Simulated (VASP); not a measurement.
The system is Pr.

```
CELL_PARAMETERS angstrom
3.66900 0.00000 0.00000
-1.83450 3.17745 0.00000
0.00000 0.00000 5.92000
ATOMIC_POSITIONS crystal
Pr 0.66667 0.33333 0.75000
Pr 0.33333 0.66667 0.25000
```

Base run:

| Property | Result |
| --- | --- |
| Program | VASP 6.6.1 |
| Functional | PBEsol |
| Potentials or basis | VASP PAW PBE potentials, release 64 (Pr) |
| Cutoff | 520 eV |
| k mesh | 6 × 6 × 4 |
| Occupations | fermi-dirac, width 0.05 eV |
| Spin | no spin polarisation |
| Hubbard terms | Pr f U = 4.0 eV |

Its results: band gap on the k mesh zero (band 13 reaches 5.99 eV, above the bottom of band 14 at 5.74 eV); pressure -8.3 GPa.

**Question.** The run is repeated on the same cell with these changes: spin from no spin polarisation to collinear spin, antiferromagnetic start; further incar settings from ALGO = Normal; EDIFF = 1e-07; NBANDS = 20 to ALGO = Normal; EDIFF = 1e-06; NBANDS = 24. What comes out?

**Answer.** Band gap on the k mesh zero (filled and empty bands overlap); pressure -1.0 GPa; net moment 0.00 μB per cell; site moments Pr +2.02, -2.02 μB.

Caveats: the PAW data sets were made with another functional, which shifts forces and pressure a little; spin-orbit coupling is left out, which moves the levels of the heavy elements; U without spin polarisation on a metal has little footing (some runs); the magnetic or orbital state may not be the lowest (some runs).
